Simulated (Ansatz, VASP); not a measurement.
Two plane-wave programs on Ir2Ru

The input INCAR:

```
PREC = Accurate
ENCUT = 520
EDIFF = 1E-6
ISMEAR = 0
SIGMA = 0.1
LREAL = False
LASPH = True
NELM = 150
ALGO = Normal
ISIF = 2
LWAVE = False
LCHARG = True
ISPIN = 2
MAGMOM = 1 1 1 1 1 1
LORBIT = 11
LMAXMIX = 4
GGA = PE
LELF = True
LVHAR = True
NBANDS = 45
```

The input KPOINTS:

```
Automatic mesh
0
Gamma
  6 6 2
```

POSCAR

```
Ir2Ru
1.0
    2.7621974705      0.0000000000      0.0000000000
   -1.3810987352      2.3921331797      0.0000000000
    0.0000000000      0.0000000000     13.0068200681
Ru Ir
2 4
Direct
    0.6666666667      0.3333333333      0.9199745937
    0.3333333333      0.6666666667      0.0800254063
    0.6666666667      0.3333333333      0.2448927103
    0.6666666667      0.3333333333      0.5847905320
    0.3333333333      0.6666666667      0.7551072897
    0.3333333333      0.6666666667      0.4152094680
```

Input for Ansatz:

```yaml
crystal:
  lattice:
    - [2.7621974705, 0.0, 0.0]
    - [-1.3810987352, 2.3921331797, 0.0]
    - [0.0, 0.0, 13.0068200681]
  atoms:
    - { symbol: Ru, position: [0.6666666667, 0.3333333333, 0.9199745937], spin: 1.0 }
    - { symbol: Ru, position: [0.3333333333, 0.6666666667, 0.0800254063], spin: 1.0 }
    - { symbol: Ir, position: [0.6666666667, 0.3333333333, 0.2448927103], spin: 1.0 }
    - { symbol: Ir, position: [0.6666666667, 0.3333333333, 0.584790532], spin: 1.0 }
    - { symbol: Ir, position: [0.3333333333, 0.6666666667, 0.7551072897], spin: 1.0 }
    - { symbol: Ir, position: [0.3333333333, 0.6666666667, 0.415209468], spin: 1.0 }
basis:
  ecutwfc: 420
kpoints:
  mp_grid: { grid: [6, 6, 2] }
hamiltonian:
  xc: pbe
scf:
  occupations: { method: gaussian, width: 0.1 }
  lower_state_search: "off"
output:
  forces: true
  stress: true
  eigenvalues: true
  populations: true
magnetization:
  spin_polarized: true
```

Alike in both runs: task single point; functional PBE; k mesh 6 × 6 × 2; occupations gaussian, width 0.1 eV; collinear spin.

|  | VASP | Ansatz |
| --- | --- | --- |
| version | VASP 6.6.1 | Ansatz 0.2.0 |
| potentials or method | VASP PAW PBE potentials, release 64 (Ru_pv, Ir), cutoff 520 eV | scalar-relativistic, plane waves, PAW |
| valence electrons in the cell | 64 | 100 |

|  | VASP | Ansatz | Ansatz less VASP |
| --- | --- | --- | --- |
| gap on the k mesh at the Fermi level (eV) | none | none | - |
| pressure (GPa) | 0.3 | 0.0 | -0.29 |
| traceless stress, the component that is largest in VASP (GPa) | 0.10 | 0.06 | -0.046 |
| rms of the force components (eV/Å) | 0.009 | 0.003 | -0.0056 |
| net moment per atom (μB) | 0.00 | 0.00 | 0.000 |

Atom by atom the forces differ by 0.008 eV/Å (rms over components). A gap of «none» marks a metal or a gap that the smearing closes. VASP's potentials hold 64 valence electrons a cell and Ansatz's 100, so a difference there can come from the potentials and not from the codes. Ansatz's warnings: seeded moment not kept.

The k mesh is coarse, so the values compare programs but aren't converged. Neither program's run includes spin-orbit coupling.
